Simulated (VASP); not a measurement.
A run of VASP 6.6.1:

The input INCAR:

```
PREC = Accurate
ENCUT = 520
EDIFF = 1E-6
ISMEAR = -1
SIGMA = 0.05
LREAL = F
LASPH = T
NELM = 100
ALGO = Normal
ISIF = 2
LWAVE = F
LCHARG = F
GGA = CA
NBANDS = 33
```

The input KPOINTS:

```
regular mesh
0
Gamma
  8 8 6
```

File POSCAR:

```
TiO2
1.0
    2.7239552772     -2.7245803899      0.0000000000
    2.7239552772      2.7245803899      0.0000000000
   -2.6509721109      0.0000000000      4.8284037337
Ti O
2 4
Direct
    0.8658900000      0.1341100000      0.7500000000
    0.1341100000      0.8658900000      0.2500000000
    0.0887550000      0.3312210000      0.1671490000
    0.9112450000      0.6687790000      0.8328510000
    0.6687790000      0.9112450000      0.3328510000
    0.3312210000      0.0887550000      0.6671490000
```

Potentials or basis: VASP PAW LDA potentials, release 64 (Ti_sv, O).

Launch:

```sh
$ cat potpaw_LDA.64/Ti_sv/POTCAR potpaw_LDA.64/O/POTCAR > POTCAR
$ mpirun -np 1 vasp_std > vasp.out
```

Hardware: 1 thread of Intel Xeon 6975P-C, with other jobs on the host.

Q: Estimate the wall time of this run.

A: It took 4.5 min on 1 thread of Intel Xeon 6975P-C (shared host), peak memory 0.31 GiB. Counts: scf iterations 16, k points 114.
